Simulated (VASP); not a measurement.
# Si in VASP: notebook

The runs below take Si through single point, with LDA.

All numbers are computed with VASP 6.6.1; they aren't measurements. Logs are shortened: lines on timing, memory, paths and dates and some standing lists are left out, and cuts for length are marked.

## Step 1: The cell of the first run

The structure is cubic, space group Fd-3m (No. 227). Conventional cell: a = 5.402 Å, b = 5.402 Å, c = 5.402 Å, α = 90.00°, β = 90.00°, γ = 90.00°. Si (site symmetry -43m) has 4 Si at 2.34 Å within 3.1 Å.

## Step 2: Single point, LDA

Input file INCAR:

```
SYSTEM = Si
PREC = Accurate ; ENCUT = 520
EDIFF = 1E-6 ; ISMEAR = 0
SIGMA = 0.05 ; LREAL = .FALSE.
LASPH = .TRUE. ; NELM = 80
ALGO = Normal ; ISIF = 2
LWAVE = .FALSE. ; LCHARG = .FALSE.
NBANDS = 16
```

Input file KPOINTS:

```
regular mesh
0
G
  10 10 6
  0 0 0
```

Input file POSCAR:

```
Si
1.0
    0.0000000000     -2.7007989451     -2.7007989451
    0.0000000000      2.7007989451     -2.7007989451
    5.4015978902      0.0000000000      0.0000000000
Si
4
Direct
    0.5000000000      0.5000000000      0.0000000000
    0.0000000000      0.0000000000      0.5000000000
    0.0000000000      0.5000000000      0.2500000000
    0.5000000000      0.0000000000      0.7500000000
```

Potentials or basis: VASP PAW LDA potentials, release 64 (Si).

Run with:

```console
> cat potpaw_LDA.64/Si/POTCAR > POTCAR
> mpirun -np 1 vasp_std > vasp.out
```

OUTCAR:

```text
SYSTEM = Si
   PREC = Accurate
   ENCUT = 520
   EDIFF = 1E-6
   ISMEAR = 0
   LREAL = .FALSE.
   LASPH = .TRUE.
   NELM = 80
   ISIF = 2

 ion  position               nearest neighbor table
   1  0.500  0.500  0.000-   3 2.34   4 2.34   4 2.34   3 2.34
   2  0.000  0.000  0.500-   3 2.34   4 2.34   3 2.34   4 2.34
   3  0.000  0.500  0.250-   1 2.34   2 2.34   2 2.34   1 2.34
   4  0.500  0.000  0.750-   1 2.34   2 2.34   1 2.34   2 2.34

  LATTYP: Found a simple tetragonal cell.
 ALAT       =     3.8195064974
 C/A-ratio  =     1.4142135624

  Lattice vectors:

 A1 = (   0.0000000000,  -2.7007989451,  -2.7007989451)
 A2 = (   0.0000000000,   2.7007989451,  -2.7007989451)
 A3 = (   5.4015978902,   0.0000000000,   0.0000000000)

Analysis of symmetry for initial positions (statically):
=====================================================================
 Subroutine PRICEL returns following result:

  LATTYP: Found a face centered cubic cell.
 ALAT       =     5.4015978902

  Lattice vectors:

 A1 = (  -2.7007989451,   0.0000000000,   2.7007989451)
 A2 = (  -2.7007989451,  -2.7007989451,   0.0000000000)
 A3 = (  -0.0000000000,  -2.7007989451,   2.7007989451)

   2 primitive cells build up your supercell.

 Routine SETGRP: Setting up the symmetry group for a
 simple tetragonal supercell.

 Subroutine GETGRP returns: Found 16 space group operations
 (whereof  8 operations were pure point group operations)
 out of a pool of 16 trial point group operations.

The static configuration has the point symmetry D_2d.
 The point group associated with its full space group is D_4h.

Analysis of symmetry for dynamics (positions and initial velocities):
=====================================================================
 Subroutine PRICEL returns following result:

  LATTYP: Found a face centered cubic cell.
 ALAT       =     5.4015978902

  Lattice vectors:

 A1 = (  -2.7007989451,   0.0000000000,   2.7007989451)
 A2 = (  -2.7007989451,  -2.7007989451,   0.0000000000)
 A3 = (  -0.0000000000,  -2.7007989451,   2.7007989451)

   2 primitive cells build up your supercell.

 Routine SETGRP: Setting up the symmetry group for a
 simple tetragonal supercell.

 Subroutine GETGRP returns: Found 16 space group operations
 (whereof  8 operations were pure point group operations)
[... 96 lines left out ...]
   ICHARG =      2    charge: 1-file 2-atom 10-const
   ISPIN  =      1    spin polarized calculation?
   LNONCOLLINEAR =      F non collinear calculations
   LSORBIT =      F    spin-orbit coupling
   LASPH  =      T    aspherical Exc in radial PAW
   ENCUT  =  520.0 eV  38.22 Ry    6.18 a.u.   7.10  7.10 10.04*2*pi/ulx,y,z
   NELM   =     80;   NELMIN=  2; NELMDL= -5     # of ELM steps
   EDIFF  = 0.1E-05   stopping-criterion for ELM
   LREAL  =      F    real-space projection
   EDIFFG = 0.1E-04   stopping-criterion for IOM
   NSW    =      0    number of steps for IOM
   IBRION =     -1    ionic relax: 0-MD 1-quasi-New 2-CG
   NFREE  =      0    steps in history (QN), initial steepest desc. (CG)
   ISIF   =      2    stress and relaxation
   ISYM   =      2    0-nonsym 1-usesym 2-fastsym
   POTIM  = 0.5000    time-step for ionic-motion
   TEBEG  =    0.0;   TEEND  =   0.0 temperature during run
   PSTRESS=    0.0 pullay stress
   NELECT =      16.0000    total number of electrons
   NUPDOWN=      -1.0000    fix difference up-down
   EMIN   =  10.00;   EMAX   =-10.00  energy-range for DOS
   EFERMI =   0.00;   METHOD = LEGACY
   ISMEAR =     0;   SIGMA  =   0.05  broadening in eV -4-tet -1-fermi 0-gaus
   EFERMI_NEDOS =   21; number of points for ismear=-14 and -15
   IALGO  =     38    algorithm
   IMIX   =      4    mixing-type and parameters
     AMIX     =   0.40;   BMIX     =  1.00
     AMIX_MAG =   1.60;   BMIX_MAG =  1.00
  volume/ion in A,a.u.               =      19.70       132.95
  Fermi-wavevector in a.u.,A,eV,Ry     =   0.962209  1.818311 12.596892  0.925845
  Thomas-Fermi vector in A             =   2.091648
   LORBIT       =      0    0 simple, 1 ext, 2 COOP (PROOUT), +10 PAW based schemes
   GGA     = CA    functional components
   LHFCALC =     F    Hartree Fock is set to
   AEXX    =    0.0000 exact exchange contribution
   IVDW    =     0    specifies the selected vdW correction
   LEPSILON=     F    determine dielectric tensor
   LRPA    =     F    only Hartree local field effects (RPA)
 non-spin polarized calculation
 Gauss-broadening in eV      SIGMA  =   0.05
  energy-cutoff  :      520.00
  volume of cell :       78.80
 maximum number of plane-waves:      2138
   NGX = 15   NGY = 15   NGZ = 21

 number of electron      16.0000001 magnetization

 Free energy of the ion-electron system (eV)
  ---------------------------------------------------
  ext. energy  EPLUGINS =         0.00000000
  ---------------------------------------------------
  free energy    TOTEN  =       -23.83922324 eV

  energy without entropy =      -23.83922324  energy(sigma->0) =      -23.83922324

 E-fermi :   6.1426     XC(G=0):  -9.6664

 val. band max:        5.9352150095   @ k =   0.0000   0.0000   0.0000
 cond. band min:       6.3768988987   @ k =   0.0000   0.0000   0.1667
 fundamental gap:      0.4416838892
 Fermi energy:         6.1426077998

 k-point     1 :       0.0000    0.0000    0.0000
  band No.  band energies     occupation
      1      -6.1327      2.00000
      2      -1.9305      2.00000
      3      -1.9305      2.00000
      4       3.0402      2.00000
      5       3.0402      2.00000
      6       5.9352      2.00000
[... 433 lines left out ...]
      3      -0.7269      2.00000
      4       2.0458      2.00000
      5       3.1026      2.00000
      6       3.4252      2.00000
[... 8 lines left out ...]
     15      12.8228      0.00000
     16      13.0118      0.00000

 [... further k-points ...]
[... 5 lines left out ...]
  --------------------------------------------------------------------------------------
  -------------------------------------------------------------------------------------
  Total        0.0283691      0.0349290      0.0349290     -0.0000000      0.0000000      0.0000000
  in kB        0.5767913      0.7101669      0.7101669     -0.0000000      0.0000000      0.0000000
  external PRESSURE =       0.6657084 kB  Pullay stress =       0.0000000 kB

 VOLUME and BASIS-vectors are now :
 -----------------------------------------------------------------------------
  energy-cutoff  :      520.00
  volume of cell :       78.80
      direct lattice vectors                 reciprocal lattice vectors
     0.000000000 -2.700798945 -2.700798945     0.000000000 -0.185130404 -0.185130404
     0.000000000  2.700798945 -2.700798945     0.000000000  0.185130404 -0.185130404
     5.401597890  0.000000000  0.000000000     0.185130404  0.000000000  0.000000000

 POSITION                                       TOTAL-FORCE (eV/Angst)
 -----------------------------------------------------------------------------------
      0.00000      0.00000     -2.70080        -0.000000      0.000000      0.000000
      2.70080      0.00000      0.00000         0.000000      0.000000      0.000000
      1.35040      1.35040     -1.35040        -0.000000     -0.000000     -0.000000
      4.05120     -1.35040     -1.35040         0.000000     -0.000000     -0.000000
 -----------------------------------------------------------------------------------
    total drift:                               -0.000000      0.000000     -0.000000

  FREE ENERGIE OF THE ION-ELECTRON SYSTEM (eV)
  ---------------------------------------------------
  free  energy   TOTEN  =       -23.8392232444 eV

  energy  without entropy=      -23.8392232443  energy(sigma->0) =      -23.83922324
```

OSZICAR:

```text
N       E                     dE             d eps       ncg     rms          rms(c)
DAV:   1     0.247445065031E+02    0.24745E+02   -0.59100E+03  2688   0.816E+02
DAV:   2    -0.224212914526E+02   -0.47166E+02   -0.42435E+02  3800   0.121E+02
DAV:   3    -0.243593276364E+02   -0.19380E+01   -0.19234E+01  3496   0.232E+01
DAV:   4    -0.243821946280E+02   -0.22867E-01   -0.22862E-01  3440   0.330E+00
DAV:   5    -0.243826025959E+02   -0.40797E-03   -0.40795E-03  3552   0.415E-01    0.724E+00
DAV:   6    -0.240077111777E+02    0.37489E+00   -0.15224E-01  3120   0.180E+00    0.435E+00
DAV:   7    -0.238389000478E+02    0.16881E+00   -0.29188E-01  3080   0.253E+00    0.317E-01
DAV:   8    -0.238392851130E+02   -0.38507E-03   -0.23076E-02  3200   0.776E-01    0.960E-02
DAV:   9    -0.238391958032E+02    0.89310E-04   -0.66255E-04  3512   0.139E-01    0.817E-02
DAV:  10    -0.238392223748E+02   -0.26572E-04   -0.65594E-05  3304   0.439E-02    0.755E-02
DAV:  11    -0.238392232444E+02   -0.86958E-06   -0.45321E-06  3352   0.116E-02
   1 F= -.23839223E+02 E0= -.23839223E+02  d E =-.478526E-11
```

Run time: 36 s. Hardware: 1 thread of Intel Xeon Platinum 8488C (Sapphire Rapids), shared host; peak memory 0.19 GiB.

Results:

```
Free energy            : -23.8392 eV
Pressure               : 0.1 GPa
Band gap on the k mesh : 0.44 eV
```

Levels at points of the mesh, in eV from the valence-band top:
```tsv
k point	band 6	band 7	band 8	band 9	band 10	band 11
(0.00, 0.00, 0.00)	0.00	0.00	0.00	0.57	0.57	2.53
(0.50, 0.00, 0.00)	-3.84	-1.34	-1.34	2.38	2.38	4.77
(0.50, 0.50, 0.00)	-2.90	-2.90	-2.90	0.57	0.57	0.57
(0.00, 0.00, 0.50)	-1.92	-1.92	-1.92	1.03	1.03	3.03
(0.50, 0.00, 0.50)	-1.21	-1.21	-1.21	1.49	1.49	3.29
(0.50, 0.50, 0.50)	-3.95	-3.95	-3.95	4.18	4.18	4.18
```

## Step 3: Single point, LDA (mode 6 frozen in at +0.000 Å, normal strain along x +0.0233)

Input file INCAR:

```
SYSTEM = Si
ALGO = Normal ; EDIFF = 1E-7
ENCUT = 520 ; ISIF = 2
ISMEAR = 0 ; LASPH = .TRUE.
LCHARG = .TRUE. ; LELF = .TRUE.
LREAL = .FALSE. ; LVHAR = .TRUE.
LWAVE = .FALSE. ; NBANDS = 16
NELM = 100 ; PREC = Accurate
SIGMA = 0.05
```

Input file KPOINTS:

```
k-points
0
G
  10 10 6
  0 0 0
```

Changes to POSCAR since step 2:

```diff
@@ -4,3 +4,3 @@
     0.0000000000      2.7007989451     -2.7007989451
-    5.4015978902      0.0000000000      0.0000000000
+    5.5274551210      0.0000000000      0.0000000000
 Si
```

Potentials or basis: VASP PAW LDA potentials, release 64 (Si).

Run with:

```console
> cat potpaw_LDA.64/Si/POTCAR > POTCAR
> mpirun -np 1 vasp_std > vasp.out
```

OUTCAR:

```text
SYSTEM = Si
   EDIFF = 1E-7
   ENCUT = 520
   ISIF = 2
   ISMEAR = 0
   LASPH = .TRUE.
   LREAL = .FALSE.
   NELM = 100
   PREC = Accurate

 ion  position               nearest neighbor table
   1  0.500  0.500  0.000-   3 2.36   4 2.36   4 2.36   3 2.36
   2  0.000  0.000  0.500-   3 2.36   4 2.36   3 2.36   4 2.36
   3  0.000  0.500  0.250-   1 2.36   2 2.36   2 2.36   1 2.36
   4  0.500  0.000  0.750-   1 2.36   2 2.36   1 2.36   2 2.36

  LATTYP: Found a simple tetragonal cell.
 ALAT       =     3.8195064974
 C/A-ratio  =     1.4471647384

  Lattice vectors:

 A1 = (   0.0000000000,  -2.7007989451,  -2.7007989451)
 A2 = (   0.0000000000,   2.7007989451,  -2.7007989451)
 A3 = (   5.5274551210,   0.0000000000,   0.0000000000)

Analysis of symmetry for initial positions (statically):
=====================================================================
 Subroutine PRICEL returns following result:

  LATTYP: Found a body centered tetragonal cell.
 ALAT       =     3.8195064974
 C/A-ratio  =     1.4471647384

  Lattice vectors:

 A1 = (  -2.7637275605,  -2.7007989451,   0.0000000000)
 A2 = (  -2.7637275605,   2.7007989451,   0.0000000000)
 A3 = (   2.7637275605,   0.0000000000,  -2.7007989451)

   2 primitive cells build up your supercell.

 Routine SETGRP: Setting up the symmetry group for a
 simple tetragonal supercell.

 Subroutine GETGRP returns: Found 16 space group operations
 (whereof  8 operations were pure point group operations)
 out of a pool of 16 trial point group operations.

The static configuration has the point symmetry D_2d.
 The point group associated with its full space group is D_4h.

Analysis of symmetry for dynamics (positions and initial velocities):
=====================================================================
 Subroutine PRICEL returns following result:

  LATTYP: Found a body centered tetragonal cell.
 ALAT       =     3.8195064974
 C/A-ratio  =     1.4471647384

[... 131 lines left out ...]
   ISMEAR =     0;   SIGMA  =   0.05  broadening in eV -4-tet -1-fermi 0-gaus
   EFERMI_NEDOS =   21; number of points for ismear=-14 and -15
   IALGO  =     38    algorithm
   IMIX   =      4    mixing-type and parameters
     AMIX     =   0.40;   BMIX     =  1.00
     AMIX_MAG =   1.60;   BMIX_MAG =  1.00
  volume/ion in A,a.u.               =      20.16       136.04
  Fermi-wavevector in a.u.,A,eV,Ry     =   0.954849  1.804404 12.404942  0.911738
  Thomas-Fermi vector in A             =   2.083634
   LORBIT       =      0    0 simple, 1 ext, 2 COOP (PROOUT), +10 PAW based schemes
   GGA     = CA    functional components
   LHFCALC =     F    Hartree Fock is set to
   AEXX    =    0.0000 exact exchange contribution
   IVDW    =     0    specifies the selected vdW correction
   LEPSILON=     F    determine dielectric tensor
   LRPA    =     F    only Hartree local field effects (RPA)
 non-spin polarized calculation
 Gauss-broadening in eV      SIGMA  =   0.05
  energy-cutoff  :      520.00
  volume of cell :       80.64
 maximum number of plane-waves:      2204
   NGX = 15   NGY = 15   NGZ = 21

 number of electron      16.0000000 magnetization

 Free energy of the ion-electron system (eV)
  ---------------------------------------------------
  ext. energy  EPLUGINS =         0.00000000
  ---------------------------------------------------
  free energy    TOTEN  =       -23.81881560 eV

  energy without entropy =      -23.81881560  energy(sigma->0) =      -23.81881560

 E-fermi :   5.9370     XC(G=0):  -9.5802

 val. band max:        5.7555097786   @ k =   0.0000   0.0000   0.0000
 cond. band min:       6.1230139682   @ k =   0.4000   0.4000   0.0000
 fundamental gap:      0.3675041895
 Fermi energy:         5.9369530242

 k-point     1 :       0.0000    0.0000    0.0000
  band No.  band energies     occupation
      1      -6.2100      2.00000
      2      -2.1814      2.00000
      3      -2.1814      2.00000
      4       2.9827      2.00000
      5       2.9827      2.00000
      6       5.5905      2.00000
[... 433 lines left out ...]
      3      -0.9666      2.00000
      4       1.9069      2.00000
      5       2.8893      2.00000
      6       3.3596      2.00000
[... 8 lines left out ...]
     15      12.6015      0.00000
     16      12.7356      0.00000

 [... further k-points ...]
[... 5 lines left out ...]
  --------------------------------------------------------------------------------------
  -------------------------------------------------------------------------------------
  Total       -1.8234978     -0.6545398     -0.6545398     -0.0000000      0.0000000      0.0000000
  in kB      -36.2306467    -13.0048965    -13.0048965     -0.0000000      0.0000000      0.0000000
  external PRESSURE =     -20.7468133 kB  Pullay stress =       0.0000000 kB

 VOLUME and BASIS-vectors are now :
 -----------------------------------------------------------------------------
  energy-cutoff  :      520.00
  volume of cell :       80.64
      direct lattice vectors                 reciprocal lattice vectors
     0.000000000 -2.700798945 -2.700798945     0.000000000 -0.185130404 -0.185130404
     0.000000000  2.700798945 -2.700798945     0.000000000  0.185130404 -0.185130404
     5.527455121  0.000000000  0.000000000     0.180915083  0.000000000  0.000000000

 POSITION                                       TOTAL-FORCE (eV/Angst)
 -----------------------------------------------------------------------------------
      0.00000      0.00000     -2.70080        -0.000000      0.000000      0.000000
      2.76373      0.00000      0.00000         0.000000     -0.000000      0.000000
      1.38186      1.35040     -1.35040        -0.000000      0.000000     -0.000000
      4.14559     -1.35040     -1.35040         0.000000     -0.000000     -0.000000
 -----------------------------------------------------------------------------------
    total drift:                               -0.000000      0.000000     -0.000000

  FREE ENERGIE OF THE ION-ELECTRON SYSTEM (eV)
  ---------------------------------------------------
  free  energy   TOTEN  =       -23.8188156005 eV

  energy  without entropy=      -23.8188156001  energy(sigma->0) =      -23.81881560
```

stdout:

```text
POSCAR found type information on POSCAR Si
 POSCAR found :  1 types and       4 ions
 scaLAPACK will be used
 LDA part: xc-table for (Slater(with rela. corr.)+CA(PZ))
 , standard interpolation
 POSCAR, INCAR and KPOINTS ok, starting setup
 FFT: planning ... GRIDC
 FFT: planning ... GRID_SOFT
 FFT: planning ... GRID
 WAVECAR not read
 entering main loop
```

Wall time 59 s (1 thread of Intel Xeon Platinum 8488C (Sapphire Rapids), shared host); peak memory 0.19 GiB.

What came out:

| Property | Result |
| --- | --- |
| Free energy | -23.8188 eV |
| Pressure | -2.1 GPa |
| Band gap on the k mesh | 0.37 eV |

Stress tensor (GPa, compression positive):
```
-3.62  0.00  0.00
 0.00 -1.30  0.00
 0.00  0.00 -1.30
```

Caveat: the cell differs from its parent crystal (mode 6 frozen in at +0.000 Å, normal strain along x +0.0233). A k mesh can miss the band edges.
